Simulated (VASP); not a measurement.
# NaI (Pm-3m) in VASP: a series of runs, part 2 of 2

VASP 6.6.1. The steps go on from the part before.

## Step 3: Relaxation of cell and atoms, LDA

The input, INCAR:

```
PREC     = Accurate       # precision mode
ENCUT    = 600            # plane-wave cutoff, eV
EDIFF    = 1E-6           # SCF threshold, eV
ISMEAR   = -1             # smearing method
SIGMA    = 0.02           # smearing width, eV
LREAL    = F              # projectors in reciprocal space
LASPH    = T              # aspherical terms in the spheres
NELM     = 100            # most SCF steps
ALGO     = Normal         # electronic algorithm
ISIF     = 3              # what is computed and relaxed
LWAVE    = F              # write WAVECAR
LCHARG   = F              # write CHGCAR
IBRION   = 2              # ionic algorithm
NSW      = 80             # ionic steps
EDIFFG   = -0.005         # ionic threshold
```

The input, KPOINTS:

```
Automatic mesh
0
Gamma
  6 6 6
```

The input, POSCAR:

```
NaI
1.0
    4.0624249601      0.0000000000      0.0000000000
    0.0000000000      4.0624249601      0.0000000000
    0.0000000000      0.0000000000      4.0624249601
Na I
1 1
Direct
    0.0000000000      0.0000000000      0.0000000000
    0.5000000000      0.5000000000      0.5000000000
```

Potentials or basis: VASP PAW LDA potentials, release 64 (Na_pv, I).

The run is started by

```bash
cat potpaw_LDA.64/Na_pv/POTCAR potpaw_LDA.64/I/POTCAR > POTCAR
mpirun -np 1 vasp_std > vasp.out
```

OUTCAR:

```text
PREC = Accurate
   ENCUT = 600
   EDIFF = 1E-6
   ISMEAR = -1
   LREAL = F
   LASPH = T
   NELM = 100
   ISIF = 3
   IBRION = 2
   NSW = 80
   EDIFFG = -0.005

 ion  position               nearest neighbor table
   1  0.000  0.000  0.000-
   2  0.500  0.500  0.500-

  LATTYP: Found a simple cubic cell.
 ALAT       =     4.0624249601

  Lattice vectors:

 A1 = (   4.0624249601,   0.0000000000,   0.0000000000)
 A2 = (   0.0000000000,   4.0624249601,   0.0000000000)
 A3 = (   0.0000000000,   0.0000000000,   4.0624249601)

Analysis of symmetry for initial positions (statically):
=====================================================================
 Subroutine PRICEL returns:
 Original cell was already a primitive cell.

 Routine SETGRP: Setting up the symmetry group for a
 simple cubic supercell.

 Subroutine GETGRP returns: Found 48 space group operations
 (whereof 48 operations were pure point group operations)
 out of a pool of 48 trial point group operations.

The static configuration has the point symmetry O_h .

Analysis of symmetry for dynamics (positions and initial velocities):
=====================================================================
 Subroutine PRICEL returns:
 Original cell was already a primitive cell.

 Routine SETGRP: Setting up the symmetry group for a
 simple cubic supercell.

 Subroutine GETGRP returns: Found 48 space group operations
 (whereof 48 operations were pure point group operations)
 out of a pool of 48 trial point group operations.

The dynamic configuration has the point symmetry O_h .

 Subroutine INISYM returns: Found 48 space group operations
 (whereof 48 operations are pure point group operations),
 and found     1 'primitive' translations

----------------------------------------------------------------------------------------

                                     Primitive cell

  volume of cell :      67.0434

  direct lattice vectors                    reciprocal lattice vectors
     4.062424960  0.000000000  0.000000000     0.246158393  0.000000000  0.000000000
     0.000000000  4.062424960  0.000000000     0.000000000  0.246158393  0.000000000
     0.000000000  0.000000000  4.062424960     0.000000000  0.000000000  0.246158393

  length of vectors
     4.062424960  4.062424960  4.062424960     0.246158393  0.246158393  0.246158393

  position of ions in fractional coordinates (direct lattice)
     0.000000000  0.000000000  0.000000000
     0.500000000  0.500000000  0.500000000

  ion indices of the primitive-cell ions
   primitive index   ion index
                 1           1
                 2           2

----------------------------------------------------------------------------------------

 KPOINTS: Automatic mesh

Automatic generation of k-mesh.
 Grid dimensions read from file:
 generate k-points for:    6    6    6

 Generating k-lattice:

  Cartesian coordinates                     Fractional coordinates (reciprocal lattice)
     0.041026399  0.000000000  0.000000000     0.166666667  0.000000000  0.000000000
     0.000000000  0.041026399  0.000000000     0.000000000  0.166666667  0.000000000
     0.000000000  0.000000000  0.041026399     0.000000000  0.000000000  0.166666667

  Length of vectors
     0.041026399  0.041026399  0.041026399

  Shift w.r.t. Gamma in fractional coordinates (k-lattice)
     0.000000000  0.000000000  0.000000000

 Subroutine IBZKPT returns following result:
 ===========================================

 Found     20 irreducible k-points:

 Following reciprocal coordinates:
            Coordinates               Weight
  0.000000  0.000000  0.000000      1.000000
  0.166667  0.000000  0.000000      6.000000
  0.333333  0.000000  0.000000      6.000000
  0.500000  0.000000  0.000000      3.000000
  0.166667  0.166667  0.000000     12.000000
  0.333333  0.166667  0.000000     24.000000
[... 12 lines left out ...]
  0.500000  0.500000  0.333333      6.000000
  0.500000  0.500000  0.500000      1.000000
   k-points           NKPTS =     20   k-points in BZ     NKDIM =     20   number of bands    NBANDS=     11
   number of dos      NEDOS =    301   number of ions     NIONS =      2
   total plane-waves  NPLWV =  32768
   dimension x,y,z NGX =    32 NGY =   32 NGZ =   32
   dimension x,y,z NGXF=    64 NGYF=   64 NGZF=   64
   ions per type =               1   1
   NGX,Y,Z   is equivalent  to a cutoff of  13.10, 13.10, 13.10 a.u.
   NGXF,Y,Z  is equivalent  to a cutoff of  26.19, 26.19, 26.19 a.u.
 SYSTEM =  unknown system
   PREC   = accura    normal or accurate (medium, high low for compatibility)
   ISTART =      0    job   : 0-new  1-cont  2-samecut
   ICHARG =      2    charge: 1-file 2-atom 10-const
   ISPIN  =      1    spin polarized calculation?
   LNONCOLLINEAR =      F non collinear calculations
   LSORBIT =      F    spin-orbit coupling
   LASPH  =      T    aspherical Exc in radial PAW
   ENCUT  =  600.0 eV  44.10 Ry    6.64 a.u.   8.11  8.11  8.11*2*pi/ulx,y,z
   NELM   =    100;   NELMIN=  2; NELMDL= -5     # of ELM steps
   EDIFF  = 0.1E-05   stopping-criterion for ELM
   LREAL  =      F    real-space projection
   EDIFFG = -.5E-02   stopping-criterion for IOM
   NSW    =     80    number of steps for IOM
   IBRION =      2    ionic relax: 0-MD 1-quasi-New 2-CG
   NFREE  =      1    steps in history (QN), initial steepest desc. (CG)
   ISIF   =      3    stress and relaxation
   ISYM   =      2    0-nonsym 1-usesym 2-fastsym
   POTIM  = 0.5000    time-step for ionic-motion
   TEBEG  =    0.0;   TEEND  =   0.0 temperature during run
   PSTRESS=    0.0 pullay stress
   NELECT =      14.0000    total number of electrons
   NUPDOWN=      -1.0000    fix difference up-down
   EMIN   =  10.00;   EMAX   =-10.00  energy-range for DOS
   EFERMI =   0.00;   METHOD = LEGACY
   ISMEAR =    -1;   SIGMA  =   0.02  broadening in eV -4-tet -1-fermi 0-gaus
   EFERMI_NEDOS =   21; number of points for ismear=-14 and -15
   IALGO  =     38    algorithm
   IMIX   =      4    mixing-type and parameters
     AMIX     =   0.40;   BMIX     =  1.00
     AMIX_MAG =   1.60;   BMIX_MAG =  1.00
  volume/ion in A,a.u.               =      33.52       226.22
  Fermi-wavevector in a.u.,A,eV,Ry     =   0.971253  1.835401 12.834804  0.943331
  Thomas-Fermi vector in A             =   2.101454
   LORBIT       =      0    0 simple, 1 ext, 2 COOP (PROOUT), +10 PAW based schemes
   GGA     = CA    functional components
   LHFCALC =     F    Hartree Fock is set to
   AEXX    =    0.0000 exact exchange contribution
   IVDW    =     0    specifies the selected vdW correction
   LEPSILON=     F    determine dielectric tensor
   LRPA    =     F    only Hartree local field effects (RPA)
 conjugate gradient relaxation of ions
 non-spin polarized calculation
  energy-cutoff  :      600.00
  volume of cell :       67.04
 maximum number of plane-waves:      2272
   NGX = 17   NGY = 17   NGZ = 17

--------------------------------------- Ionic step        1  -------------------------------------------

 number of electron      13.9999997 magnetization

 Free energy of the ion-electron system (eV)
  ---------------------------------------------------
  ext. energy  EPLUGINS =         0.00000000
  ---------------------------------------------------
  free energy    TOTEN  =        -5.67396105 eV

  energy without entropy =       -5.67396105  energy(sigma->0) =       -5.67396105

------------------------ aborting loop because EDIFF is reached ----------------------------------------

  FORCE on cell =-STRESS in cart. coord.  units (eV):
  Direction    XX          YY          ZZ          XY          YZ          ZX
  --------------------------------------------------------------------------------------
  -------------------------------------------------------------------------------------
  Total       -0.7768772     -0.7768772     -0.7768772      0.0000000      0.0000000      0.0000000
  in kB      -18.5655111    -18.5655111    -18.5655111      0.0000000      0.0000000      0.0000000
  external PRESSURE =     -18.5655111 kB  Pullay stress =       0.0000000 kB
[... 93 lines left out ...]
  energy  without entropy=       -5.7197475199  energy(sigma->0) =       -5.71974752

--------------------------------------- Ionic step        4  -------------------------------------------

 number of electron      14.0000004 magnetization

 Free energy of the ion-electron system (eV)
  ---------------------------------------------------
  ext. energy  EPLUGINS =         0.00000000
  ---------------------------------------------------
  free energy    TOTEN  =        -5.72001275 eV

  energy without entropy =       -5.72001275  energy(sigma->0) =       -5.72001275

 E-fermi :   3.0939     XC(G=0):  -8.6171

 val. band max:        2.6009875603   @ k =   0.5000   0.5000   0.0000
 cond. band min:       4.7918700516   @ k =   0.0000   0.0000   0.0000
 fundamental gap:      2.1908824912
 Fermi energy:         3.0939214191

 k-point     1 :       0.0000    0.0000    0.0000
  band No.  band energies     occupation
      1     -21.0477      2.00000
      2     -21.0477      2.00000
      3     -21.0477      2.00000
      4      -9.6904      2.00000
      5       1.8102      2.00000
      6       1.8102      2.00000
      7       1.8102      2.00000
      8       4.7919      0.00000
      9       7.8364      0.00000
     10       7.8364      0.00000
     11      14.0931      0.00000
[... 293 lines left out ...]
  FREE ENERGIE OF THE ION-ELECTRON SYSTEM (eV)
  ---------------------------------------------------
  free  energy   TOTEN  =        -5.7200127466 eV

  energy  without entropy=       -5.7200127466  energy(sigma->0) =       -5.72001275

 reached required accuracy - stopping structural energy minimisation
```

It took 42 s on 1 thread of Intel Xeon 8259CL, shared host; peak memory 0.17 GiB.

What came out:

```
Free energy                           : -5.7200 eV
Relaxed volume                        : 29.99 Å³/atom
Relaxed cell                          : a = 3.914 Å, b = 3.914 Å, c = 3.914 Å, α = 90.00°, β = 90.00°, γ = 90.00°
Space group after relaxing (to 0.1 Å) : Pm-3m (No. 221)
Energy gained by relaxing             : 23.0 meV/atom
Ionic steps                           : 4
Pressure after relaxing               : 0.0 GPa
Band gap on the k mesh                : 2.19 eV (least direct gap 2.39 eV)
```

Step by step:
```tsv
step	energy change (eV)	largest force (eV/Å)	pressure (GPa)	volume (Å³)
1	0.0000	0.0000	-1.86	67.04
2	-0.0345	0.0000	-1.06	63.34
3	-0.0458	0.0000	-0.17	60.49
4	-0.0461	0.0000	0.01	59.97
```

Final structure:
```yaml
crystal:
  lattice:
    - [3.91429, 0.00000, 0.00000]
    - [0.00000, 3.91429, 0.00000]
    - [0.00000, 0.00000, 3.91429]
  atoms:
    - { symbol: Na, position: [0.00000, 0.00000, 0.00000] }
    - { symbol: I, position: [0.50000, 0.50000, 0.50000] }
```

Levels at points of the mesh, in eV from the valence-band top:
```
           k point  band 5  band 6  band 7  band 8  band 9  band 10
(0.00, 0.00, 0.00)   -0.79   -0.79   -0.79    2.19    5.24     5.24
(0.50, 0.00, 0.00)   -3.85   -0.40   -0.40    4.53    6.52     6.85
(0.50, 0.50, 0.00)   -3.06   -3.06    0.00    2.39    6.94     8.35
(0.50, 0.50, 0.50)   -2.49   -2.49   -2.49    3.81    3.81     3.81
```

Caveat: the structure was generated, so it needn't be the stable form of NaI; spin-orbit coupling is left out, which moves the levels of the heavy elements. A k mesh can miss the band edges.

## Step 4: Relaxation of cell and atoms, HSE06

This run uses another cell than the first one, of 32.98 Å³/atom.

The input, POSCAR:

```
NaI
1.0
    4.0405366006      0.0000000000      0.0000000000
    0.0000000000      4.0405366006      0.0000000000
    0.0000000000      0.0000000000      4.0405366006
Na I
1 1
Direct
    0.0000000000      0.0000000000      0.0000000000
    0.5000000000      0.5000000000      0.5000000000
```

The input, INCAR.step1:

```
SYSTEM = NaI
PREC     = Accurate       ! precision mode
ENCUT    = 600            ! plane-wave cutoff, eV
EDIFF    = 1E-5           ! SCF threshold, eV
ISMEAR   = -1             ! smearing method
SIGMA    = 0.02           ! smearing width, eV
LREAL    = .FALSE.        ! projectors in reciprocal space
LASPH    = .TRUE.         ! aspherical terms in the spheres
NELM     = 100            ! most SCF steps
ALGO     = Normal         ! electronic algorithm
LWAVE    = .TRUE.         ! write WAVECAR
LCHARG   = .FALSE.        ! write CHGCAR
GGA      = PE             ! functional
NBANDS   = 14             ! bands
```

The input, INCAR.step2:

```
SYSTEM = NaI
PREC     = Accurate       ! precision mode
ENCUT    = 600            ! plane-wave cutoff, eV
EDIFF    = 1E-6           ! SCF threshold, eV
ISMEAR   = -1             ! smearing method
SIGMA    = 0.02           ! smearing width, eV
LREAL    = .FALSE.        ! projectors in reciprocal space
LASPH    = .TRUE.         ! aspherical terms in the spheres
NELM     = 100            ! most SCF steps
ALGO     = Normal         ! electronic algorithm
ISIF     = 3              ! what is computed and relaxed
LWAVE    = .FALSE.        ! write WAVECAR
LCHARG   = .FALSE.        ! write CHGCAR
GGA      = PE             ! functional
LHFCALC  = .TRUE.         ! exact exchange
HFSCREEN = 0.2079         ! screening, 1/A
PRECFOCK = Normal       
IBRION   = 2              ! ionic algorithm
NSW      = 80             ! ionic steps
EDIFFG   = -0.005         ! ionic threshold
ISTART   = 1
```

The input, KPOINTS:

```
Automatic mesh
0
G
  4 4 4
  0 0 0
```

Potentials or basis: VASP PAW PBE potentials, release 64 (Na_pv, I).

The run is started by

```bash
cat potpaw_PBE.64/Na_pv/POTCAR potpaw_PBE.64/I/POTCAR > POTCAR
cp INCAR.step1 INCAR
mpirun -np 1 vasp_std > vasp.out
cp INCAR.step2 INCAR
mpirun -np 1 vasp_std > vasp.out
```

Wall time 45 min (1 thread of Intel Xeon Platinum 8259CL at 2.50GHz (Skylake/Cascade Lake), shared host); peak memory 0.3 GiB.

It converged, with:

| Item | Value |
| --- | --- |
| Free energy | -5.9114 eV |
| Relaxed volume | 33.34 Å³/atom |
| Relaxed cell | a = 4.055 Å, b = 4.055 Å, c = 4.055 Å, α = 90.00°, β = 90.00°, γ = 90.00° |
| Space group after relaxing (to 0.1 Å) | Pm-3m (No. 221) |
| Energy gained by relaxing | 0.2 meV/atom |
| Ionic steps | 7 |
| Pressure after relaxing | 0.0 GPa |
| Band gap on the k mesh | 3.21 eV (least direct gap 3.70 eV) |

The path:
| step | energy change (eV) | largest force (eV/Å) | pressure (GPa) | volume (Å³) |
| --- | --- | --- | --- | --- |
| 1 | 0.0000 | 0.0000 | 0.19 | 65.97 |
| 2 | -0.0003 | 0.0000 | 0.08 | 66.33 |
| 3 | -0.0004 | 0.0000 | 0.03 | 66.51 |
| 4 | -0.0004 | 0.0000 | -0.06 | 66.87 |
| 5 | -0.0004 | 0.0000 | 0.03 | 66.63 |
| 6 | -0.0004 | 0.0000 | -0.03 | 66.75 |
| 7 | -0.0004 | 0.0000 | 0.00 | 66.68 |

Final structure:
```
Na I
1.0
     4.05517    0.00000    0.00000
     0.00000    4.05517    0.00000
     0.00000    0.00000    4.05517
Na I
1 1
Cartesian
  0.0000 0.0000 0.0000
  2.0276 2.0276 2.0276
```

Levels at points of the mesh, in eV from the valence-band top:
```
           k point  band 4  band 5  band 6  band 7  band 8  band 9  band 10  band 11
(0.00, 0.00, 0.00)  -12.78   -0.69   -0.69   -0.69    3.21    6.54     6.54    12.41
(0.50, 0.00, 0.00)  -12.43   -3.44   -0.34   -0.34    5.58    7.37     8.07     8.97
(0.50, 0.50, 0.00)  -12.12   -2.75   -2.75    0.00    3.70    8.02     9.34     9.34
(0.50, 0.50, 0.50)  -11.82   -2.23   -2.23   -2.23    5.09    5.09     5.09     7.70
```

Caveat: the structure was generated, so it needn't be the stable form of NaI; the PAW data sets were made with another functional, which shifts forces and pressure a little; spin-orbit coupling is left out, which moves the levels of the heavy elements.

## Step 5: Summary

```csv
level,potentials or basis,cell,k mesh,grid for exact exchange (PRECFOCK),share of exact exchange,screening parameter,gap on the mesh (eV),pressure (GPa),relaxed volume (Å³/atom)
PBEsol,"VASP PAW PBE potentials, release 64 (Na_pv, I)","relaxed from a = 4.062 Å, 2 atoms",6 × 6 × 6,-,-,-,2.26,0.0,31.80
LDA,"VASP PAW LDA potentials, release 64 (Na_pv, I)","relaxed from a = 4.062 Å, 2 atoms",6 × 6 × 6,-,-,-,2.19,0.0,29.99
HSE06,"VASP PAW PBE potentials, release 64 (Na_pv, I)","relaxed from a = 4.041 Å, 2 atoms",4 × 4 × 4,Normal,0.25,0.2079 1/Å,3.21,0.0,33.34
```

Alike in all rows: task relaxation of cell and atoms; no spin polarisation; cutoff (eV) 600; smearing fermi-dirac 0.02 eV.

Caveats: the structure was generated, so it needn't be the stable form of NaI; spin-orbit coupling is left out, which moves the levels of the heavy elements; the PAW data sets were made with another functional, which shifts forces and pressure a little (at least some runs).

Total energies depend on the potentials used, so only differences within one code and one set of settings carry meaning.
